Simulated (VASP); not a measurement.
# F (C2/m) in VASP: notebook, part 2 of 4

VASP 6.6.1. Earlier steps stand in the parts before.

### Step 3. Single point, PBEsol

INCAR reads:

```
SYSTEM = F
PREC = Accurate ; ENCUT = 520
EDIFF = 1E-6 ; ISMEAR = 0
SIGMA = 0.05 ; LREAL = .FALSE.
LASPH = .TRUE. ; NELM = 80
ALGO = Normal ; ISIF = 2
LWAVE = .FALSE. ; LCHARG = .FALSE.
GGA = PS ; NBANDS = 22
```

KPOINTS reads:

```
Automatic mesh
0
G
  4 4 2
  0 0 0
```

POSCAR reads:

```
F
1.0
    3.0175353946     -1.8491107904     -0.2327383614
    3.0175353946      1.8491107904     -0.2327383614
   -2.2345857599      0.0000000000      7.3909441246
F
4
Direct
    0.0848459664      0.0848459664      0.0940038325
    0.9151540336      0.9151540336      0.9059961675
    0.5015719855      0.5015719855      0.5937195244
    0.4984280145      0.4984280145      0.4062804756
```

Potentials or basis: VASP PAW PBE potentials, release 64 (F).

Command:

```sh
$ cat potpaw_PBE.64/F/POTCAR > POTCAR
$ mpirun -np 1 vasp_std > vasp.out
```

OUTCAR:

```text
SYSTEM = F
   PREC = Accurate
   ENCUT = 520
   EDIFF = 1E-6
   ISMEAR = 0
   LREAL = .FALSE.
   LASPH = .TRUE.
   NELM = 80
   ISIF = 2
   GGA = PS

 ion  position               nearest neighbor table
   1  0.085  0.085  0.094-   2 1.44
   2  0.915  0.915  0.906-   1 1.44
   3  0.502  0.502  0.594-   4 1.44
   4  0.498  0.498  0.406-   3 1.44

  LATTYP: Found a base centered monoclinic cell.
 ALAT       =     6.0529949620
 B/A-ratio  =     0.6109738409
 C/A-ratio  =     1.2756266745
 COS(beta)  =    -0.3621555463

  Lattice vectors:

 A1 = (   3.0175353946,  -1.8491107904,  -0.2327383614)
 A2 = (   3.0175353946,   1.8491107904,  -0.2327383614)
 A3 = (  -2.2345857599,   0.0000000000,   7.3909441246)

Analysis of symmetry for initial positions (statically):
=====================================================================
 Subroutine PRICEL returns:
 Original cell was already a primitive cell.

 Routine SETGRP: Setting up the symmetry group for a
 base centered monoclinic supercell.

 Subroutine GETGRP returns: Found  4 space group operations
 (whereof  4 operations were pure point group operations)
 out of a pool of  4 trial point group operations.

The static configuration has the point symmetry C_2h.

Analysis of symmetry for dynamics (positions and initial velocities):
=====================================================================
 Subroutine PRICEL returns:
 Original cell was already a primitive cell.

 Routine SETGRP: Setting up the symmetry group for a
 base centered monoclinic supercell.

 Subroutine GETGRP returns: Found  4 space group operations
 (whereof  4 operations were pure point group operations)
 out of a pool of  4 trial point group operations.

The dynamic configuration has the point symmetry C_2h.

 Subroutine INISYM returns: Found  4 space group operations
 (whereof  4 operations are pure point group operations),
 and found     1 'primitive' translations

----------------------------------------------------------------------------------------

                                     Primitive cell

  volume of cell :      80.5560

  direct lattice vectors                    reciprocal lattice vectors
     3.017535395 -1.849110790 -0.232738361     0.169654334 -0.270400239  0.051293468
     3.017535395  1.849110790 -0.232738361     0.169654334  0.270400239  0.051293468
    -2.234585760  0.000000000  7.390944125     0.010684717  0.000000000  0.138531140

  length of vectors
     3.546674177  3.546674177  7.721361834     0.323310845  0.323310845  0.138942578

  position of ions in fractional coordinates (direct lattice)
     0.084845966  0.084845966  0.094003833
     0.915154034  0.915154034  0.905996167
     0.501571985  0.501571985  0.593719524
     0.498428014  0.498428014  0.406280476

  ion indices of the primitive-cell ions
   primitive index   ion index
                 1           1
                 2           2
                 3           3
[... 24 lines left out ...]
 ===========================================

 Found     14 irreducible k-points:

 Following reciprocal coordinates:
            Coordinates               Weight
  0.000000  0.000000  0.000000      1.000000
  0.250000  0.000000  0.000000      4.000000
  0.500000  0.000000  0.000000      2.000000
  0.250000  0.250000 -0.000000      2.000000
  0.500000  0.250000 -0.000000      4.000000
 -0.250000  0.250000  0.000000      2.000000
  0.500000  0.500000 -0.000000      1.000000
  0.000000  0.000000  0.500000      1.000000
  0.250000 -0.000000  0.500000      4.000000
  0.500000 -0.000000  0.500000      2.000000
  0.250000  0.250000  0.500000      2.000000
  0.500000  0.250000  0.500000      4.000000
 -0.250000  0.250000  0.500000      2.000000
  0.500000  0.500000  0.500000      1.000000
   k-points           NKPTS =     14   k-points in BZ     NKDIM =     14   number of bands    NBANDS=     22
   number of dos      NEDOS =    301   number of ions     NIONS =      4
   total plane-waves  NPLWV =  47040
   dimension x,y,z NGX =    28 NGY =   28 NGZ =   60
   dimension x,y,z NGXF=    56 NGYF=   56 NGZF=  120
   ions per type =               4
   NGX,Y,Z   is equivalent  to a cutoff of  13.12, 13.12, 12.92 a.u.
   NGXF,Y,Z  is equivalent  to a cutoff of  26.25, 26.25, 25.84 a.u.
 SYSTEM =  F
   PREC   = accura    normal or accurate (medium, high low for compatibility)
   ISTART =      0    job   : 0-new  1-cont  2-samecut
   ICHARG =      2    charge: 1-file 2-atom 10-const
   ISPIN  =      1    spin polarized calculation?
   LNONCOLLINEAR =      F non collinear calculations
   LSORBIT =      F    spin-orbit coupling
   LASPH  =      T    aspherical Exc in radial PAW
   ENCUT  =  520.0 eV  38.22 Ry    6.18 a.u.   6.59  6.59 14.36*2*pi/ulx,y,z
   NELM   =     80;   NELMIN=  2; NELMDL= -5     # of ELM steps
   EDIFF  = 0.1E-05   stopping-criterion for ELM
   LREAL  =      F    real-space projection
   EDIFFG = 0.1E-04   stopping-criterion for IOM
   NSW    =      0    number of steps for IOM
   IBRION =     -1    ionic relax: 0-MD 1-quasi-New 2-CG
   NFREE  =      0    steps in history (QN), initial steepest desc. (CG)
   ISIF   =      2    stress and relaxation
   ISYM   =      2    0-nonsym 1-usesym 2-fastsym
   POTIM  = 0.5000    time-step for ionic-motion
   TEBEG  =    0.0;   TEEND  =   0.0 temperature during run
   PSTRESS=    0.0 pullay stress
   NELECT =      28.0000    total number of electrons
   NUPDOWN=      -1.0000    fix difference up-down
   EMIN   =  10.00;   EMAX   =-10.00  energy-range for DOS
   EFERMI =   0.00;   METHOD = LEGACY
   ISMEAR =     0;   SIGMA  =   0.05  broadening in eV -4-tet -1-fermi 0-gaus
   EFERMI_NEDOS =   21; number of points for ismear=-14 and -15
   IALGO  =     38    algorithm
   IMIX   =      4    mixing-type and parameters
     AMIX     =   0.40;   BMIX     =  1.00
     AMIX_MAG =   1.60;   BMIX_MAG =  1.00
  volume/ion in A,a.u.               =      20.14       135.90
  Fermi-wavevector in a.u.,A,eV,Ry     =   1.151052  2.175173 18.026635  1.324920
  Thomas-Fermi vector in A             =   2.287712
   LORBIT       =      0    0 simple, 1 ext, 2 COOP (PROOUT), +10 PAW based schemes
   GGA     = PS    functional components
   LHFCALC =     F    Hartree Fock is set to
   AEXX    =    0.0000 exact exchange contribution
   IVDW    =     0    specifies the selected vdW correction
   LEPSILON=     F    determine dielectric tensor
   LRPA    =     F    only Hartree local field effects (RPA)
 non-spin polarized calculation
 Gauss-broadening in eV      SIGMA  =   0.05
  energy-cutoff  :      520.00
  volume of cell :       80.56
 maximum number of plane-waves:      2194
 NGX is ok and might be reduce to    28
   NGX = 13   NGY = 13   NGZ = 29

 number of electron      28.0000000 magnetization

 Free energy of the ion-electron system (eV)
  ---------------------------------------------------
  ext. energy  EPLUGINS =         0.00000000
  ---------------------------------------------------
  free energy    TOTEN  =        -7.76717573 eV

  energy without entropy =       -7.76717573  energy(sigma->0) =       -7.76717573

 E-fermi :  -5.8302     XC(G=0):  -6.5906

 val. band max:       -6.1365215757   @ k =   0.5000   0.5000  -0.0000
 cond. band min:      -3.5683730972   @ k =   0.0000   0.0000   0.0000
 fundamental gap:      2.5681484785
 Fermi energy:        -5.8302081370

 k-point     1 :       0.0000    0.0000    0.0000
  band No.  band energies     occupation
      1     -30.5340      2.00000
      2     -30.3672      2.00000
      3     -24.6805      2.00000
      4     -24.4541      2.00000
      5     -12.4319      2.00000
      6     -11.8911      2.00000
[... 339 lines left out ...]
     21       8.8302      0.00000
     22       8.8949      0.00000

------------------------ aborting loop because EDIFF is reached ----------------------------------------

  FORCE on cell =-STRESS in cart. coord.  units (eV):
  Direction    XX          YY          ZZ          XY          YZ          ZX
  --------------------------------------------------------------------------------------
  -------------------------------------------------------------------------------------
  Total       -0.6180217     -0.2628476     -2.8171568      0.0000000      0.0000000     -0.1878697
  in kB      -12.2918268     -5.2277736    -56.0303987      0.0000000      0.0000000     -3.7365383
  external PRESSURE =     -24.5166664 kB  Pullay stress =       0.0000000 kB

 VOLUME and BASIS-vectors are now :
 -----------------------------------------------------------------------------
  energy-cutoff  :      520.00
  volume of cell :       80.56
      direct lattice vectors                 reciprocal lattice vectors
     3.017535395 -1.849110790 -0.232738361     0.169654334 -0.270400239  0.051293468
     3.017535395  1.849110790 -0.232738361     0.169654334  0.270400239  0.051293468
    -2.234585760  0.000000000  7.390944125     0.010684717  0.000000000  0.138531140

 POSITION                                       TOTAL-FORCE (eV/Angst)
 -----------------------------------------------------------------------------------
      0.30199      0.00000      0.65528        -0.414717      0.000000     -0.881862
      3.49849      0.00000      6.27018         0.414717      0.000000      0.881862
      1.70031      0.00000      4.15468         0.276329      0.000000     -0.950790
      2.10018      0.00000      2.77079        -0.276329      0.000000      0.950790
 -----------------------------------------------------------------------------------
    total drift:                                0.000000      0.000000     -0.000000

  FREE ENERGIE OF THE ION-ELECTRON SYSTEM (eV)
  ---------------------------------------------------
  free  energy   TOTEN  =        -7.7671757281 eV

  energy  without entropy=       -7.7671757281  energy(sigma->0) =       -7.76717573
```

stdout:

```text
POSCAR found type information on POSCAR F
 POSCAR found :  1 types and       4 ions
 scaLAPACK will be used
 -----------------------------------------------------------------------------
|                                                                             |
|                                                                             |
|     You enforced a specific xc type in the INCAR file but a different       |
|     I HOPE YOU KNOW WHAT YOU ARE DOING!                                     |
|                                                                             |
 -----------------------------------------------------------------------------

 LDA part: xc-table for (Slater+PW92), standard interpolation
 POSCAR, INCAR and KPOINTS ok, starting setup
 FFT: planning ... GRIDC
 FFT: planning ... GRID_SOFT
 FFT: planning ... GRID
 WAVECAR not read
 entering main loop
```

It took 14 s on 1 thread of Intel Xeon Platinum 8488C (Sapphire Rapids), shared host; peak memory 0.18 GiB.

What came out:

| Property | Result |
| --- | --- |
| Free energy | -7.7672 eV |
| Pressure | -2.5 GPa |
| Largest force | 0.990 eV/Å |
| Band gap on the k mesh | 2.57 eV, indirect (least direct gap 2.63 eV) |

Forces in eV/Å, atoms in the order of the input:
```
F   -0.415  0.000 -0.882
F    0.415  0.000  0.882
F    0.276  0.000 -0.951
F   -0.276  0.000  0.951
```

Levels at points of the mesh, in eV from the valence-band top:
| k point | band 12 | band 13 | band 14 | band 15 | band 16 | band 17 |
| --- | --- | --- | --- | --- | --- | --- |
| (0.00, 0.00, 0.00) | -0.16 | -0.07 | -0.06 | 2.57 | 3.29 | 8.72 |
| (0.50, 0.00, 0.00) | -0.24 | -0.23 | -0.12 | 2.94 | 3.05 | 12.49 |
| (0.50, 0.50, 0.00) | -0.26 | -0.17 | 0.00 | 2.90 | 3.06 | 12.98 |
| (0.00, 0.00, 0.50) | -0.16 | -0.11 | -0.06 | 2.87 | 2.97 | 9.49 |
| (0.50, 0.00, 0.50) | -0.27 | -0.16 | -0.05 | 2.78 | 3.18 | 12.38 |
| (0.50, 0.50, 0.50) | -0.22 | -0.18 | -0.08 | 2.95 | 3.05 | 12.70 |

Caveat: the k points lie up to 0.51 Å⁻¹ apart; the PAW data sets were made with another functional, which shifts forces and pressure a little. A k mesh can miss the band edges.

[end of part 2 of 4]
